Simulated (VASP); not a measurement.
Wanted: the native input for a VASP 6.6.1 run.

- Task: single point
- Functional: PBE
- Potentials or basis: VASP PAW PBE potentials, release 64 (Ti_sv, W_sv)
- Cutoff: 520 eV
- k mesh: 3 × 3 × 3
- Occupations: gaussian, width 0.1 eV
- Spin: no spin polarisation
- Dipole correction: no
- Further INCAR settings: LREAL = Auto; ALGO = Normal; EDIFF = 1e-06; NBANDS = 117

The structure of TiW14 (a cell with a defect) lies in POSCAR:

```
TiW14
1.0
    6.3200000000      0.0000000000      0.0000000000
    0.0000000000      6.3200000000      0.0000000000
    0.0000000000      0.0000000000      6.3200000000
Ti W
1 14
Direct
    0.0385974684      0.0353382911      0.0365683544
    0.5091901899     -0.0035012658     -0.0025340190
   -0.0008439873      0.5063162975     -0.0021827532
   -0.0009359177     -0.0032468354      0.5074246835
    0.4943030063      0.4916610759      0.0039335443
    0.4941639241      0.0030087025      0.4925824367
    0.7467751582      0.2537004747      0.2546993671
    0.0051113924      0.4920121835      0.4930781646
    0.2562672468      0.7439545886      0.2548623418
    0.2562242089      0.2538156646      0.7450838608
    0.5019787975      0.4996962025      0.5006784810
    0.7546515823      0.7521107595      0.2517344937
    0.7546338608      0.2507088608      0.7531234177
    0.2532397152      0.7521916139      0.7532276899
    0.7526533228      0.7501857595      0.7511857595
```

The input as run:

INCAR

```
PREC     = Accurate       # precision mode
ENCUT    = 520            # plane-wave cutoff, eV
EDIFF    = 1E-6           # SCF threshold, eV
ISMEAR   = 0              # smearing method
SIGMA    = 0.1            # smearing width, eV
LREAL    = Auto         
LASPH    = T              # aspherical terms in the spheres
NELM     = 60             # most SCF steps
ALGO     = Normal         # electronic algorithm
ISIF     = 2              # what is computed and relaxed
LWAVE    = F              # write WAVECAR
LCHARG   = T              # write CHGCAR
GGA      = PE             # functional
LELF     = T              # ELF
LVHAR    = T            
NBANDS   = 117            # bands
```

KPOINTS

```
regular mesh
0
Gamma
  3 3 3
```

Potentials or basis: VASP PAW PBE potentials, release 64 (Ti_sv, W_sv).

Run with:

```bash
$ cat potpaw_PBE.64/Ti_sv/POTCAR potpaw_PBE.64/W_sv/POTCAR > POTCAR
$ mpirun -np 1 vasp_std > vasp.out
```

It gave:

```json
{"Pressure": "0.3 GPa", "Largest force": "1.084 eV/Å", "Band gap on the k mesh": "zero (band 104 reaches 10.41 eV, above the bottom of band 105 at 9.49 eV)"}
```

Caveat: spin-orbit coupling is left out, which moves the levels of the heavy elements.

Run time: 7 min on 1 thread of Intel(R) Xeon(R) 6975P-C (Granite Rapids), with other jobs on the host, peak memory 0.47 GiB.
